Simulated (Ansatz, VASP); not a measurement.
**TiO2: VASP beside Ansatz**

```
Ti O
1.0
    -1.88891    1.88891    4.79172
     1.88891   -1.88891    4.79172
     1.88891    1.88891   -4.79172
Ti O
2 4
Direct
  0.00000 0.00000 0.00000
  0.75000 0.25000 0.50000
  0.20728 0.20728 0.00000
  0.95728 0.45728 0.50000
  0.54272 0.04272 0.50000
  0.79272 0.79272 0.00000
```

Alike in both runs: functional r2SCAN; k mesh 10 × 10 × 10; occupations gaussian, width 0.02 eV; no spin polarisation.

Ansatz relaxed the structure, and its values are those at the end. VASP's run is a single point on that final structure, the one shown.

|  | VASP | Ansatz |
| --- | --- | --- |
| version | VASP 6.6.1 | Ansatz 0.2.0 |
| potentials or method | VASP PAW PBE potentials, release 64 (Ti_sv, O_h) | scalar-relativistic, plane waves, PAW |
| plane-wave cutoff (eV) | 910 | 500 |
| valence electrons in the cell | 48 | 48 |

VASP gave:

- gap on the k mesh at the Fermi level (eV): 2.58
- least direct gap on the mesh (eV): 2.90
- rms of the force components (eV/Å): 0.014

Task: Estimate Ansatz's values.

Result: gap on the k mesh at the Fermi level (eV): 2.54; least direct gap on the mesh (eV): 2.87; rms of the force components (eV/Å): 0.001.

VASP's potentials were made for PBE, not for r2SCAN.

Noted on VASP's run: the cutoff is under 1.25 times that of the potentials, so the pressure is a little rough.
